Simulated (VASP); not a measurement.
# As (R-3m) in VASP: notebook

Aim: see how the results for As move with the level of theory and the settings. Levels: PBE, LDA. Tasks: single point.

Everything below comes from runs of VASP 6.6.1. Logs are shortened: lines on timing, memory, paths and dates and some standing lists are left out, and cuts for length are marked.

## Step 1: The cell of the first run

The structure is trigonal, space group R-3m (No. 166). The conventional cell has a = 3.685 Å, b = 3.685 Å, c = 10.327 Å, α = 90.00°, β = 90.00°, γ = 120.00°. As (site symmetry 3m) has 6 As at 2.46 to 3.07 Å within 3.2 Å.

## Step 2: Single point, PBE

INCAR reads:

```
ALGO = Normal
EDIFF = 1E-6
ENCUT = 520
GGA = PE
ISIF = 2
ISMEAR = -1
LASPH = T
LCHARG = F
LREAL = F
LWAVE = F
NBANDS = 12
NELM = 60
PREC = Accurate
SIGMA = 0.05
```

KPOINTS reads:

```
k-points
0
Gamma
  9 9 9
```

POSCAR reads:

```
As
1.0
    1.8424025153      1.0637115881      3.4423263150
   -1.8424025153      1.0637115881      3.4423263150
    0.0000000000     -2.1274231763      3.4423263150
As
2
Direct
    0.2260000000      0.2260000000      0.2260000000
    0.7740000000      0.7740000000      0.7740000000
```

Potentials or basis: VASP PAW PBE potentials, release 64 (As).

On the command line:

```
cat potpaw_PBE.64/As/POTCAR > POTCAR
mpirun -np 1 vasp_std > vasp.out
```

OUTCAR:

```text
EDIFF = 1E-6
   ENCUT = 520
   GGA = PE
   ISIF = 2
   ISMEAR = -1
   LASPH = T
   LREAL = F
   NELM = 60
   PREC = Accurate

 ion  position               nearest neighbor table
   1  0.226  0.226  0.226-   2 2.46   2 2.46   2 2.46
   2  0.774  0.774  0.774-   1 2.46   1 2.46   1 2.46

  LATTYP: Found a trigonal (rhomboedric) cell.
 ALAT       =     4.0466702151
 COS(alpha) =     0.5854247172

  Lattice vectors:

 A1 = (   1.8424025153,   1.0637115881,   3.4423263150)
 A2 = (  -1.8424025153,   1.0637115881,   3.4423263150)
 A3 = (   0.0000000000,  -2.1274231763,   3.4423263150)

Analysis of symmetry for initial positions (statically):
=====================================================================
 Subroutine PRICEL returns:
 Original cell was already a primitive cell.

 Routine SETGRP: Setting up the symmetry group for a
 trigonal (rhombohedral) supercell.

 Subroutine GETGRP returns: Found 12 space group operations
 (whereof 12 operations were pure point group operations)
 out of a pool of 12 trial point group operations.

The static configuration has the point symmetry D_3d.

Analysis of symmetry for dynamics (positions and initial velocities):
=====================================================================
 Subroutine PRICEL returns:
 Original cell was already a primitive cell.

 Routine SETGRP: Setting up the symmetry group for a
 trigonal (rhombohedral) supercell.

 Subroutine GETGRP returns: Found 12 space group operations
 (whereof 12 operations were pure point group operations)
 out of a pool of 12 trial point group operations.

The dynamic configuration has the point symmetry D_3d.

 Subroutine INISYM returns: Found 12 space group operations
 (whereof 12 operations are pure point group operations),
 and found     1 'primitive' translations

----------------------------------------------------------------------------------------

                                     Primitive cell

  volume of cell :      40.4773

  direct lattice vectors                    reciprocal lattice vectors
     1.842402515  1.063711588  3.442326315     0.271384779  0.156684075  0.096833741
    -1.842402515  1.063711588  3.442326315    -0.271384779  0.156684075  0.096833741
     0.000000000 -2.127423176  3.442326315     0.000000000 -0.313368151  0.096833741

  length of vectors
     4.046670215  4.046670215  4.046670215     0.327988371  0.327988371  0.327988371

  position of ions in fractional coordinates (direct lattice)
     0.226000000  0.226000000  0.226000000
     0.774000000  0.774000000  0.774000000

  ion indices of the primitive-cell ions
   primitive index   ion index
                 1           1
                 2           2

----------------------------------------------------------------------------------------

 KPOINTS: k-points

Automatic generation of k-mesh.
 Grid dimensions read from file:
 generate k-points for:    9    9    9

 Generating k-lattice:

  Cartesian coordinates                     Fractional coordinates (reciprocal lattice)
     0.030153864  0.017409342  0.010759305     0.111111111 -0.000000000  0.000000000
    -0.030153864  0.017409342  0.010759305    -0.000000000  0.111111111  0.000000000
     0.000000000 -0.034818683  0.010759305     0.000000000  0.000000000  0.111111111

  Length of vectors
     0.036443152  0.036443152  0.036443152

  Shift w.r.t. Gamma in fractional coordinates (k-lattice)
     0.000000000  0.000000000  0.000000000

 Subroutine IBZKPT returns following result:
 ===========================================

 Found     85 irreducible k-points:

 Following reciprocal coordinates:
            Coordinates               Weight
  0.000000  0.000000  0.000000      1.000000
  0.111111 -0.000000 -0.000000      6.000000
  0.222222 -0.000000 -0.000000      6.000000
  0.333333  0.000000  0.000000      6.000000
  0.444444 -0.000000 -0.000000      6.000000
  0.111111  0.111111 -0.000000      6.000000
[... 16 lines left out ...]
 -0.333333  0.333333  0.000000      6.000000
  0.444444  0.444444  0.000000      6.000000
 [... further k-points ...]
   k-points           NKPTS =     85   k-points in BZ     NKDIM =     85   number of bands    NBANDS=     12
   number of dos      NEDOS =    301   number of ions     NIONS =      2
   total plane-waves  NPLWV =  27000
   dimension x,y,z NGX =    30 NGY =   30 NGZ =   30
   dimension x,y,z NGXF=    60 NGYF=   60 NGZF=   60
   ions per type =               2
   NGX,Y,Z   is equivalent  to a cutoff of  12.32, 12.32, 12.32 a.u.
   NGXF,Y,Z  is equivalent  to a cutoff of  24.65, 24.65, 24.65 a.u.
 SYSTEM =  unknown system
   PREC   = accura    normal or accurate (medium, high low for compatibility)
   ISTART =      0    job   : 0-new  1-cont  2-samecut
   ICHARG =      2    charge: 1-file 2-atom 10-const
   ISPIN  =      1    spin polarized calculation?
   LNONCOLLINEAR =      F non collinear calculations
   LSORBIT =      F    spin-orbit coupling
   LASPH  =      T    aspherical Exc in radial PAW
   ENCUT  =  520.0 eV  38.22 Ry    6.18 a.u.   7.52  7.52  7.52*2*pi/ulx,y,z
   NELM   =     60;   NELMIN=  2; NELMDL= -5     # of ELM steps
   EDIFF  = 0.1E-05   stopping-criterion for ELM
   LREAL  =      F    real-space projection
   EDIFFG = 0.1E-04   stopping-criterion for IOM
   NSW    =      0    number of steps for IOM
   IBRION =     -1    ionic relax: 0-MD 1-quasi-New 2-CG
   NFREE  =      0    steps in history (QN), initial steepest desc. (CG)
   ISIF   =      2    stress and relaxation
   ISYM   =      2    0-nonsym 1-usesym 2-fastsym
   POTIM  = 0.5000    time-step for ionic-motion
   TEBEG  =    0.0;   TEEND  =   0.0 temperature during run
   PSTRESS=    0.0 pullay stress
   NELECT =      10.0000    total number of electrons
   NUPDOWN=      -1.0000    fix difference up-down
   EMIN   =  10.00;   EMAX   =-10.00  energy-range for DOS
   EFERMI =   0.00;   METHOD = LEGACY
   ISMEAR =    -1;   SIGMA  =   0.05  broadening in eV -4-tet -1-fermi 0-gaus
   EFERMI_NEDOS =   21; number of points for ismear=-14 and -15
   IALGO  =     38    algorithm
   IMIX   =      4    mixing-type and parameters
     AMIX     =   0.40;   BMIX     =  1.00
     AMIX_MAG =   1.60;   BMIX_MAG =  1.00
  volume/ion in A,a.u.               =      20.24       136.58
  Fermi-wavevector in a.u.,A,eV,Ry     =   1.027238  1.941198 14.357102  1.055217
  Thomas-Fermi vector in A             =   2.161172
   LORBIT       =      0    0 simple, 1 ext, 2 COOP (PROOUT), +10 PAW based schemes
   GGA     = PE    functional components
   LHFCALC =     F    Hartree Fock is set to
   AEXX    =    0.0000 exact exchange contribution
   IVDW    =     0    specifies the selected vdW correction
   LEPSILON=     F    determine dielectric tensor
   LRPA    =     F    only Hartree local field effects (RPA)
 non-spin polarized calculation
  energy-cutoff  :      520.00
  volume of cell :       40.48
 maximum number of plane-waves:      1111
 NGX is ok and might be reduce to    30
   NGX = 15   NGY = 15   NGZ = 15

 number of electron      10.0000000 magnetization

 number of electron       9.9999999 magnetization

 Free energy of the ion-electron system (eV)
  ---------------------------------------------------
  ext. energy  EPLUGINS =         0.00000000
  ---------------------------------------------------
  free energy    TOTEN  =        -9.21195414 eV

  energy without entropy =       -9.21057119  energy(sigma->0) =       -9.21126266

 E-fermi :   6.2801     XC(G=0): -10.2359

 val. band max:        6.2452771125   @ k =   0.4444   0.3333   0.3333
 cond. band min:       6.3035007207   @ k =   0.3333   0.2222   0.2222
 fundamental gap:      0.0582236083
 Fermi energy:         6.2800999408

 k-point     1 :       0.0000    0.0000    0.0000
  band No.  band energies     occupation
      1      -9.4802      2.00000
      2       0.7117      2.00000
      3       3.4850      2.00000
      4       3.9958      2.00000
      5       3.9958      2.00000
      6       7.7622      0.00000
      7       9.1695      0.00000
      8       9.1695      0.00000
      9      13.0307      0.00000
     10      13.0307      0.00000
     11      13.6582      0.00000
     12      14.9936      0.00000

 k-point     2 :       0.1111   -0.0000   -0.0000
  band No.  band energies     occupation
      1      -9.3043      2.00000
      2       0.0181      2.00000
      3       3.4871      2.00000
      4       3.8557      2.00000
      5       4.0198      2.00000
      6       8.0998      0.00000
      7       8.8980      0.00000
      8       9.0615      0.00000
      9      12.0250      0.00000
     10      12.8367      0.00000
     11      12.8531      0.00000
     12      16.1101      0.00000

 k-point     3 :       0.2222   -0.0000   -0.0000
  band No.  band energies     occupation
      1      -8.7815      2.00000
      2      -1.5385      2.00000
      3       3.2213      2.00000
      4       3.5496      2.00000
      5       4.5179      2.00000
      6       7.6388      0.00000
      7       8.4197      0.00000
      8       8.5779      0.00000
      9      12.0403      0.00000
     10      12.6364      0.00000
     11      13.5012      0.00000
     12      18.3947      0.00000
[... 286 lines left out ...]
 k-point    23 :      -0.3333    0.3333    0.0000
  band No.  band energies     occupation
      1      -5.5343      2.00000
      2      -5.3370      2.00000
      3      -0.2809      2.00000
      4       2.6937      2.00000
      5       2.7864      2.00000
      6       8.9422      0.00000
      7       8.9798      0.00000
      8      12.4122      0.00000
      9      12.7074      0.00000
     10      14.0969      0.00000
     11      16.4258      0.00000
     12      19.1298      0.00000

 k-point    24 :       0.4444    0.4444    0.0000
  band No.  band energies     occupation
      1      -6.6789      2.00000
      2      -3.5763      2.00000
      3       0.0098      2.00000
      4       1.7652      2.00000
      5       1.7675      2.00000
      6       7.4210      0.00000
      7      11.9270      0.00000
      8      13.2914      0.00000
      9      13.5162      0.00000
     10      16.7740      0.00000
     11      18.0738      0.00000
     12      19.4069      0.00000

 [... further k-points ...]
[... 5 lines left out ...]
  --------------------------------------------------------------------------------------
  -------------------------------------------------------------------------------------
  Total        2.7721438      2.7721438      2.0402821      0.0000000     -0.0000000      0.0000000
  in kB      109.7272888    109.7272888     80.7586614      0.0000000     -0.0000000      0.0000000
  external PRESSURE =     100.0710797 kB  Pullay stress =       0.0000000 kB

 VOLUME and BASIS-vectors are now :
 -----------------------------------------------------------------------------
  energy-cutoff  :      520.00
  volume of cell :       40.48
      direct lattice vectors                 reciprocal lattice vectors
     1.842402515  1.063711588  3.442326315     0.271384779  0.156684075  0.096833741
    -1.842402515  1.063711588  3.442326315    -0.271384779  0.156684075  0.096833741
     0.000000000 -2.127423176  3.442326315     0.000000000 -0.313368151  0.096833741

 POSITION                                       TOTAL-FORCE (eV/Angst)
 -----------------------------------------------------------------------------------
      0.00000     -0.00000      2.33390         0.000000     -0.000000      0.964836
      0.00000     -0.00000      7.99308         0.000000      0.000000     -0.964836
 -----------------------------------------------------------------------------------
    total drift:                                0.000000     -0.000000      0.000000

  FREE ENERGIE OF THE ION-ELECTRON SYSTEM (eV)
  ---------------------------------------------------
  free  energy   TOTEN  =        -9.2119541407 eV

  energy  without entropy=       -9.2105711867  energy(sigma->0) =       -9.21126266
```

Run time: 16 s. Hardware: 1 thread of Intel Xeon 6975P-C (Granite Rapids), shared host; peak memory 0.18 GiB.

Results:

| Item | Value |
| --- | --- |
| Free energy | -9.2120 eV |
| Pressure | 10.0 GPa |
| Largest force | 0.965 eV/Å |
| Band gap on the k mesh | zero (band 5 reaches 6.30 eV, above the bottom of band 6 at 6.14 eV) |

Forces in eV/Å, atoms in the order of the input:
```
As   0.000  0.000  0.965
As   0.000  0.000 -0.965
```

## Step 3: Single point, LDA

This run uses another cell than the first one, of 21.10 Å³/atom, 1.043 times its volume.

INCAR reads:

```
ALGO = Normal ; EDIFF = 1E-6
ENCUT = 520 ; GGA = CA
ISIF = 2 ; ISMEAR = -1
LASPH = True ; LCHARG = True
LELF = True ; LREAL = False
LVHAR = True ; LWAVE = False
NBANDS = 12 ; NELM = 60
PREC = Accurate ; SIGMA = 0.05
```

KPOINTS is that of step 2.

POSCAR reads:

```
As
1.0
    1.8681737204      1.0785906003      3.4904769752
   -1.8681737204      1.0785906003      3.4904769752
    0.0000000000     -2.1571812007      3.4904769752
As
2
Direct
    0.2260000000      0.2260000000      0.2260000000
    0.7740000000      0.7740000000      0.7740000000
```

Potentials or basis: VASP PAW LDA potentials, release 64 (As).

On the command line:

```
cat potpaw_LDA.64/As/POTCAR > POTCAR
mpirun -np 1 vasp_std > vasp.out
```

OUTCAR:

```text
EDIFF = 1E-6
   ENCUT = 520
   GGA = CA
   ISIF = 2
   ISMEAR = -1
   LASPH = True
   LREAL = False
   NELM = 60
   PREC = Accurate

 ion  position               nearest neighbor table
   1  0.226  0.226  0.226-   2 2.49   2 2.49   2 2.49
   2  0.774  0.774  0.774-   1 2.49   1 2.49   1 2.49

  LATTYP: Found a trigonal (rhomboedric) cell.
 ALAT       =     4.1032743324
 COS(alpha) =     0.5854247172

  Lattice vectors:

 A1 = (   1.8681737204,   1.0785906003,   3.4904769752)
 A2 = (  -1.8681737204,   1.0785906003,   3.4904769752)
 A3 = (   0.0000000000,  -2.1571812007,   3.4904769752)

Analysis of symmetry for initial positions (statically):
=====================================================================
 Subroutine PRICEL returns:
 Original cell was already a primitive cell.

 Routine SETGRP: Setting up the symmetry group for a
 trigonal (rhombohedral) supercell.

 Subroutine GETGRP returns: Found 12 space group operations
 (whereof 12 operations were pure point group operations)
 out of a pool of 12 trial point group operations.

[... 172 lines left out ...]
      3       3.1312      2.00000
      4       3.6008      2.00000
      5       3.6008      2.00000
      6       7.2319      0.00000
      7       8.5773      0.00000
      8       8.5773      0.00000
      9      12.5528      0.00000
     10      12.5528      0.00000
     11      13.0780      0.00000
     12      14.5060      0.00000
[... 331 lines left out ...]
 k-point    24 :       0.4444    0.4444    0.0000
  band No.  band energies     occupation
      1      -6.9411      2.00000
      2      -3.9818      2.00000
      3      -0.2781      2.00000
      4       1.4867      2.00000
      5       1.4871      2.00000
      6       7.0392      0.00000
      7      11.1227      0.00000
      8      12.4926      0.00000
      9      12.5969      0.00000
     10      16.2265      0.00000
     11      17.1917      0.00000
     12      18.5508      0.00000

 [... further k-points ...]

------------------------ aborting loop because EDIFF is reached ----------------------------------------

  FORCE on cell =-STRESS in cart. coord.  units (eV):
  Direction    XX          YY          ZZ          XY          YZ          ZX
  --------------------------------------------------------------------------------------
  -------------------------------------------------------------------------------------
  Total        0.2951847      0.2951847     -0.0452036      0.0000000      0.0000000     -0.0000000
  in kB       11.2071333     11.2071333     -1.7162234      0.0000000      0.0000000     -0.0000000
  external PRESSURE =       6.8993477 kB  Pullay stress =       0.0000000 kB

 VOLUME and BASIS-vectors are now :
 -----------------------------------------------------------------------------
  energy-cutoff  :      520.00
  volume of cell :       42.20
      direct lattice vectors                 reciprocal lattice vectors
     1.868173720  1.078590600  3.490476975     0.267641063  0.154522640  0.095497932
    -1.868173720  1.078590600  3.490476975    -0.267641063  0.154522640  0.095497932
     0.000000000 -2.157181201  3.490476975     0.000000000 -0.309045279  0.095497932

 POSITION                                       TOTAL-FORCE (eV/Angst)
 -----------------------------------------------------------------------------------
      0.00000     -0.00000      2.36654         0.000000     -0.000000      0.475333
      0.00000     -0.00000      8.10489         0.000000      0.000000     -0.475333
 -----------------------------------------------------------------------------------
    total drift:                               -0.000000     -0.000000      0.000000

  FREE ENERGIE OF THE ION-ELECTRON SYSTEM (eV)
  ---------------------------------------------------
  free  energy   TOTEN  =       -10.7666665128 eV

  energy  without entropy=      -10.7651104680  energy(sigma->0) =      -10.76588849
```

Run time: 11 s. Hardware: 1 thread of Intel Xeon 6975P-C (Granite Rapids), shared host; peak memory 0.17 GiB.

Results:

```
Free energy            : -10.7667 eV
Pressure               : 0.7 GPa
Largest force          : 0.475 eV/Å
Band gap on the k mesh : zero (band 5 reaches 5.67 eV, above the bottom of band 6 at 5.57 eV)
```

Forces in eV/Å, atoms in the order of the input:
```
As   0.000  0.000  0.475
As   0.000  0.000 -0.475
```

Levels at points of the mesh, in eV from the Fermi level:
```tsv
k point	band 1	band 2	band 3	band 4	band 5	band 6	band 7	band 8	band 9	band 10
(0.00, 0.00, 0.00)	-15.25	-5.75	-2.53	-2.06	-2.06	1.57	2.91	2.91	6.89	6.89
```

(Continued in part 2 of 2.)
